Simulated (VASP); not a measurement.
# Ni (Fm-3m) in VASP: a series of runs

Runs on Ni. Level: PBE. Tasks: single point.

Program: VASP 6.6.1. These are calculated values, not measurements. Logs are shortened: lines on timing, memory, paths and dates and some standing lists are left out, and cuts for length are marked.

## (1) The cell of the first run

It takes space group Fm-3m (No. 225, cubic). Conventional cell: a = 3.535 Å, b = 3.535 Å, c = 3.535 Å, α = 90.00°, β = 90.00°, γ = 90.00°. Within 3.3 Å of Ni (site symmetry m-3m) lie 12 Ni at 2.50 Å.

## (2) Single point, PBE

Contents of INCAR:

```
PREC     = Accurate       # precision mode
ENCUT    = 520            # plane-wave cutoff, eV
EDIFF    = 1E-6           # SCF threshold, eV
ISMEAR   = -1             # smearing method
SIGMA    = 0.05           # smearing width, eV
LREAL    = False          # projectors in reciprocal space
LASPH    = True           # aspherical terms in the spheres
NELM     = 80             # most SCF steps
ALGO     = Normal         # electronic algorithm
ISIF     = 2              # what is computed and relaxed
LWAVE    = False          # write WAVECAR
LCHARG   = False          # write CHGCAR
GGA      = PE             # functional
NBANDS   = 17             # bands
```

Contents of KPOINTS:

```
regular mesh
0
Gamma
  6 12 12
```

Contents of POSCAR:

```
Ni
1.0
    0.0000000000      3.5347000000      3.5347000000
    1.7673500000      0.0000000000      1.7673500000
    1.7673500000      1.7673500000      0.0000000000
Ni
2
Direct
    0.0000000000      0.0000000000      0.0000000000
    0.5000000000      0.0000000000      0.0000000000
```

Potentials or basis: VASP PAW PBE potentials, release 64 (Ni).

Launch:

```bash
$ cat potpaw_PBE.64/Ni/POTCAR > POTCAR
$ mpirun -np 1 vasp_std > vasp.out
```

OUTCAR:

```text
PREC = Accurate
   ENCUT = 520
   EDIFF = 1E-6
   ISMEAR = -1
   LREAL = False
   LASPH = True
   NELM = 80
   ISIF = 2
   GGA = PE

 ion  position               nearest neighbor table
   1  0.000  0.000  0.000-   2 2.50   2 2.50   2 2.50   2 2.50   2 2.50   2 2.50
   2  0.500  0.000  0.000-   1 2.50   1 2.50   1 2.50   1 2.50   1 2.50   1 2.50

  LATTYP: Found a trigonal (rhomboedric) cell.
 ALAT       =     4.3291056969
 COS(alpha) =     0.8333333333

  Lattice vectors:

 A1 = (   1.7673500000,  -1.7673500000,  -3.5347000000)
 A2 = (   3.5347000000,  -1.7673500000,  -1.7673500000)
 A3 = (   1.7673500000,  -3.5347000000,  -1.7673500000)

Analysis of symmetry for initial positions (statically):
=====================================================================
 Subroutine PRICEL returns following result:

  LATTYP: Found a face centered cubic cell.
 ALAT       =     3.5347000000

  Lattice vectors:

 A1 = (   0.0000000000,   1.7673500000,   1.7673500000)
 A2 = (   1.7673500000,   0.0000000000,   1.7673500000)
 A3 = (   1.7673500000,   1.7673500000,   0.0000000000)

   2 primitive cells build up your supercell.

 Routine SETGRP: Setting up the symmetry group for a
 trigonal (rhombohedral) supercell.

 Subroutine GETGRP returns: Found 12 space group operations
 (whereof 12 operations were pure point group operations)
 out of a pool of 12 trial point group operations.

The static configuration has the point symmetry D_3d.

Analysis of symmetry for dynamics (positions and initial velocities):
=====================================================================
 Subroutine PRICEL returns following result:

  LATTYP: Found a face centered cubic cell.
 ALAT       =     3.5347000000

  Lattice vectors:

 A1 = (   0.0000000000,   1.7673500000,   1.7673500000)
 A2 = (   1.7673500000,   0.0000000000,   1.7673500000)
 A3 = (   1.7673500000,   1.7673500000,   0.0000000000)

   2 primitive cells build up your supercell.

 Routine SETGRP: Setting up the symmetry group for a
 trigonal (rhombohedral) supercell.

 Subroutine GETGRP returns: Found 12 space group operations
 (whereof 12 operations were pure point group operations)
 out of a pool of 12 trial point group operations.

The dynamic configuration has the point symmetry D_3d.

 Subroutine INISYM returns: Found 12 space group operations
 (whereof 12 operations are pure point group operations),
 and found     2 'primitive' translations

----------------------------------------------------------------------------------------

                                     Primitive cell

  volume of cell :      11.0407

  direct lattice vectors                    reciprocal lattice vectors
     0.000000000  1.767350000  1.767350000    -0.282909441  0.282909441  0.282909441
     1.767350000  0.000000000  1.767350000     0.282909441 -0.282909441  0.282909441
     1.767350000  1.767350000  0.000000000     0.282909441  0.282909441 -0.282909441

  length of vectors
     2.499410339  2.499410339  2.499410339     0.490013525  0.490013525  0.490013525

  position of ions in fractional coordinates (direct lattice)
     0.000000000  0.000000000  0.000000000

  ion indices of the primitive-cell ions
   primitive index   ion index
                 1           1

----------------------------------------------------------------------------------------

 KPOINTS: regular mesh

Automatic generation of k-mesh.
 Grid dimensions read from file:
 generate k-points for:    6   12   12

 Generating k-lattice:

  Cartesian coordinates                     Fractional coordinates (reciprocal lattice)
    -0.023575787  0.023575787  0.023575787     0.166666667  0.000000000  0.000000000
     0.023575787 -0.023575787  0.023575787     0.000000000  0.083333333  0.000000000
     0.023575787  0.023575787 -0.023575787     0.000000000  0.000000000  0.083333333

  Length of vectors
     0.040834460  0.040834460  0.040834460

  Shift w.r.t. Gamma in fractional coordinates (k-lattice)
     0.000000000  0.000000000  0.000000000

 -----------------------------------------------------------------------------
|                                                                             |
|           W    W    AA    RRRRR   N    N  II  N    N   GGGG   !!!           |
|           W    W   A  A   R    R  NN   N  II  NN   N  G    G  !!!           |
|           W    W  A    A  R    R  N N  N  II  N N  N  G       !!!           |
|           W WW W  AAAAAA  RRRRR   N  N N  II  N  N N  G  GGG   !            |
|           WW  WW  A    A  R   R   N   NN  II  N   NN  G    G                |
|           W    W  A    A  R    R  N    N  II  N    N   GGGG   !!!           |
|                                                                             |
|     Your reciprocal lattice and k-lattice belong to different lattice       |
|     classes:                                                                |
|                                                                             |
|        The reciprocal lattice is rhombohedral (trigonal),                   |
|        whereas your k-lattice is body-centered cubic.                       |
|                                                                             |
|     Results are often still useful ...                                      |
|                                                                             |
 -----------------------------------------------------------------------------

 Subroutine IBZKPT returns following result:
 ===========================================

 Found     98 irreducible k-points:

 Following reciprocal coordinates:
            Coordinates               Weight
  0.000000  0.000000  0.000000      1.000000
  0.166667  0.000000  0.000000      2.000000
  0.333333  0.000000  0.000000      2.000000
  0.500000  0.000000  0.000000      1.000000
  0.000000  0.083333  0.000000      6.000000
  0.166667  0.083333  0.000000      6.000000
[... 16 lines left out ...]
  0.000000  0.333333  0.000000      6.000000
  0.166667  0.333333  0.000000      6.000000
 [... further k-points ...]
   k-points           NKPTS =     98   k-points in BZ     NKDIM =     98   number of bands    NBANDS=     17
   number of dos      NEDOS =    301   number of ions     NIONS =      2
   total plane-waves  NPLWV =  16000
   dimension x,y,z NGX =    40 NGY =   20 NGZ =   20
   dimension x,y,z NGXF=    80 NGYF=   40 NGZF=   40
   ions per type =               2
   NGX,Y,Z   is equivalent  to a cutoff of  13.30, 13.30, 13.30 a.u.
   NGXF,Y,Z  is equivalent  to a cutoff of  26.61, 26.61, 26.61 a.u.
 SYSTEM =  unknown system
   PREC   = accura    normal or accurate (medium, high low for compatibility)
   ISTART =      0    job   : 0-new  1-cont  2-samecut
   ICHARG =      2    charge: 1-file 2-atom 10-const
   ISPIN  =      1    spin polarized calculation?
   LNONCOLLINEAR =      F non collinear calculations
   LSORBIT =      F    spin-orbit coupling
   LASPH  =      T    aspherical Exc in radial PAW
   ENCUT  =  520.0 eV  38.22 Ry    6.18 a.u.   9.29  4.65  4.65*2*pi/ulx,y,z
   NELM   =     80;   NELMIN=  2; NELMDL= -5     # of ELM steps
   EDIFF  = 0.1E-05   stopping-criterion for ELM
   LREAL  =      F    real-space projection
   EDIFFG = 0.1E-04   stopping-criterion for IOM
   NSW    =      0    number of steps for IOM
   IBRION =     -1    ionic relax: 0-MD 1-quasi-New 2-CG
   NFREE  =      0    steps in history (QN), initial steepest desc. (CG)
   ISIF   =      2    stress and relaxation
   ISYM   =      2    0-nonsym 1-usesym 2-fastsym
   POTIM  = 0.5000    time-step for ionic-motion
   TEBEG  =    0.0;   TEEND  =   0.0 temperature during run
   PSTRESS=    0.0 pullay stress
   NELECT =      20.0000    total number of electrons
   NUPDOWN=      -1.0000    fix difference up-down
   EMIN   =  10.00;   EMAX   =-10.00  energy-range for DOS
   EFERMI =   0.00;   METHOD = LEGACY
   ISMEAR =    -1;   SIGMA  =   0.05  broadening in eV -4-tet -1-fermi 0-gaus
   EFERMI_NEDOS =   21; number of points for ismear=-14 and -15
   IALGO  =     38    algorithm
   IMIX   =      4    mixing-type and parameters
     AMIX     =   0.40;   BMIX     =  1.00
     AMIX_MAG =   1.60;   BMIX_MAG =  1.00
  volume/ion in A,a.u.               =      11.04        74.51
  Fermi-wavevector in a.u.,A,eV,Ry     =   1.583953  2.993237 34.135750  2.508907
  Thomas-Fermi vector in A             =   2.683645
   LORBIT       =      0    0 simple, 1 ext, 2 COOP (PROOUT), +10 PAW based schemes
   GGA     = PE    functional components
   LHFCALC =     F    Hartree Fock is set to
   AEXX    =    0.0000 exact exchange contribution
   IVDW    =     0    specifies the selected vdW correction
   LEPSILON=     F    determine dielectric tensor
   LRPA    =     F    only Hartree local field effects (RPA)
 non-spin polarized calculation
  energy-cutoff  :      520.00
  volume of cell :       22.08
 maximum number of plane-waves:       609
 NGX is ok and might be reduce to    40
   NGX = 19   NGY =  9   NGZ =  9

 number of electron      20.0000020 magnetization

 Free energy of the ion-electron system (eV)
  ---------------------------------------------------
  ext. energy  EPLUGINS =         0.00000000
  ---------------------------------------------------
  free energy    TOTEN  =       -10.86152463 eV

  energy without entropy =      -10.80545122  energy(sigma->0) =      -10.83348792

 E-fermi :   8.9730     XC(G=0): -13.1674

 val. band max:        8.9700950964   @ k =   0.0000   0.0833   0.0000
 cond. band min:       8.9885676718   @ k =   0.3333   0.5000   0.0000
 fundamental gap:      0.0184725754
 Fermi energy:         8.9729651769

 k-point     1 :       0.0000    0.0000    0.0000
  band No.  band energies     occupation
      1       0.2436      2.00000
      2       4.6467      2.00000
      3       7.1257      2.00000
      4       7.1257      2.00000
      5       7.1702      2.00000
      6       7.1702      2.00000
[... 9 lines left out ...]
     16      33.6335      0.00000
     17      33.6335      0.00000

 k-point     2 :       0.1667    0.0000    0.0000
  band No.  band energies     occupation
      1       0.5117      2.00000
      2       4.4763      2.00000
      3       7.0991      2.00000
      4       7.1672      2.00000
      5       7.1672      2.00000
      6       7.2286      2.00000
[... 9 lines left out ...]
     16      33.7015      0.00000
     17      33.7016      0.00000
[... 421 lines left out ...]
 k-point    24 :       0.1667    0.3333    0.0000
  band No.  band energies     occupation
      1       3.5330      2.00000
      2       5.5145      2.00000
      3       5.8267      2.00000
      4       6.7165      2.00000
      5       7.2448      2.00000
      6       7.3813      2.00000
[... 9 lines left out ...]
     16      26.2949      0.00000
     17      30.5701      0.00000

 [... further k-points ...]
[... 5 lines left out ...]
  --------------------------------------------------------------------------------------
  -------------------------------------------------------------------------------------
  Total       -0.5245544     -0.5245544     -0.5245544      0.0000140     -0.0000140      0.0000140
  in kB      -38.0604096    -38.0604096    -38.0604096      0.0010179     -0.0010179      0.0010179
  external PRESSURE =     -38.0604096 kB  Pullay stress =       0.0000000 kB

 VOLUME and BASIS-vectors are now :
 -----------------------------------------------------------------------------
  energy-cutoff  :      520.00
  volume of cell :       22.08
      direct lattice vectors                 reciprocal lattice vectors
     0.000000000  3.534700000  3.534700000    -0.141454720  0.141454720  0.141454720
     1.767350000  0.000000000  1.767350000     0.282909441 -0.282909441  0.282909441
     1.767350000  1.767350000  0.000000000     0.282909441  0.282909441 -0.282909441

 POSITION                                       TOTAL-FORCE (eV/Angst)
 -----------------------------------------------------------------------------------
      0.00000      0.00000      0.00000         0.000000      0.000000     -0.000000
      0.00000      1.76735      1.76735        -0.000000     -0.000000      0.000000
 -----------------------------------------------------------------------------------
    total drift:                               -0.000000     -0.000000     -0.000000

  FREE ENERGIE OF THE ION-ELECTRON SYSTEM (eV)
  ---------------------------------------------------
  free  energy   TOTEN  =       -10.8615246267 eV

  energy  without entropy=      -10.8054512231  energy(sigma->0) =      -10.83348792
```

Run time: 12 s. Hardware: 1 thread of Intel Xeon 6975P-C (Granite Rapids), shared host; peak memory 0.16 GiB.

What came out:

| Quantity | Value |
| --- | --- |
| Free energy | -10.8615 eV |
| Pressure | -3.8 GPa |
| Band gap on the k mesh | zero (band 10 reaches 9.14 eV, above the bottom of band 11 at 8.34 eV) |

Levels at points of the mesh, in eV from the Fermi level:
```csv
k point,band 7,band 8,band 9,band 10,band 11,band 12,band 13,band 14
"(0.00, 0.00, 0.00)",-1.80,-0.73,-0.73,-0.10,-0.01,-0.01,5.97,22.22
"(0.50, 0.00, 0.00)",-1.60,-1.60,-0.64,-0.64,-0.64,-0.64,14.54,14.54
"(0.00, 0.50, 0.00)",-0.02,-0.01,-0.01,0.17,0.17,2.62,5.97,9.41
"(0.50, 0.50, 0.00)",-0.99,-0.99,0.04,0.04,2.59,2.59,8.66,8.66
```

Caveat: the run has no spin polarisation, though such a crystal can be magnetic. Spin polarisation is off, so any magnetic state and its effect on volume and gap are missing.

## (3) Single point, PBE, collinear spin, ferromagnetic start

Contents of INCAR:

```
SYSTEM = Ni
PREC = Accurate
ENCUT = 520
EDIFF = 1E-7
ISMEAR = -1
SIGMA = 0.05
LREAL = .FALSE.
LASPH = .TRUE.
NELM = 150
ALGO = Normal
ISIF = 2
LWAVE = .FALSE.
LCHARG = .FALSE.
ISPIN = 2
MAGMOM = 2 2
LORBIT = 11
LMAXMIX = 4
GGA = PE
NBANDS = 21
```

Contents of KPOINTS:

```
regular mesh
0
G
  6 12 12
  0 0 0
```

POSCAR is that of step 2.

Potentials or basis: VASP PAW PBE potentials, release 64 (Ni).

Launch:

```bash
$ cat potpaw_PBE.64/Ni/POTCAR > POTCAR
$ mpirun -np 1 vasp_std > vasp.out
```

It took 36 s on 1 thread of Intel Xeon 6975P-C (Granite Rapids), shared host; peak memory 0.19 GiB.

Results (log left out):

| Quantity | Value |
| --- | --- |
| Free energy | -10.9511 eV |
| Pressure | -2.3 GPa |
| Net moment | 1.36 μB per cell |
| Site moments | Ni +0.69 μB |
| Valence electrons inside the program's atomic spheres | Ni 9.28 |

Levels at points of the mesh, in eV from the Fermi level:
Spin up:
```tsv
k point	band 9	band 10	band 11	band 12	band 13	band 14
(0.00, 0.00, 0.00)	-1.28	-0.64	-0.64	-0.26	5.54	22.11
(0.50, 0.00, 0.00)	-1.21	-1.21	-1.21	-1.21	14.27	14.27
(0.00, 0.50, 0.00)	-0.52	-0.52	-0.26	2.44	5.54	9.08
(0.50, 0.50, 0.00)	-0.60	-0.60	2.19	2.19	8.35	8.35
```
Spin down:
| k point | band 7 | band 8 | band 9 | band 10 | band 11 | band 12 |
| --- | --- | --- | --- | --- | --- | --- |
| (0.00, 0.00, 0.00) | -1.62 | -0.64 | -0.64 | -0.32 | 0.17 | 0.17 |
| (0.50, 0.00, 0.00) | -1.46 | -1.46 | -0.51 | -0.51 | -0.51 | -0.51 |
| (0.00, 0.50, 0.00) | 0.08 | 0.17 | 0.17 | 0.41 | 0.41 | 2.40 |
| (0.50, 0.50, 0.00) | -0.87 | -0.87 | 0.23 | 0.23 | 2.58 | 2.58 |
